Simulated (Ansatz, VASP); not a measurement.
**TiC in VASP and in Ansatz**

```
Ti C
1.0
    -0.01623    2.16400    2.16400
     2.16400   -0.01623    2.16400
     2.14777    2.14777    0.00000
Ti C
1 1
Direct
  0.00000 0.00000 0.00000
  0.50000 0.50000 0.50000
```

Change from the starting cell: xy shear strain of -1.5 %.

Alike in both runs: task single point; functional PBE; k mesh 14 × 14 × 14; occupations fermi-dirac, width 0.03 eV; no spin polarisation.

|  | VASP | Ansatz |
| --- | --- | --- |
| version | VASP 6.6.1 | Ansatz 0.2.0 |
| potentials or method | VASP PAW PBE potentials, release 64 (Ti_sv, C), cutoff 520 eV | all-electron LAPW, scalar-relativistic |

```tsv
	VASP	Ansatz	Ansatz less VASP
pressure (GPa)	1.1	0.8	-0.24
traceless stress, the component that is largest in VASP (GPa)	2.54	2.55	+0.012
```

Ansatz ran all-electron here, and VASP with PAW potentials.
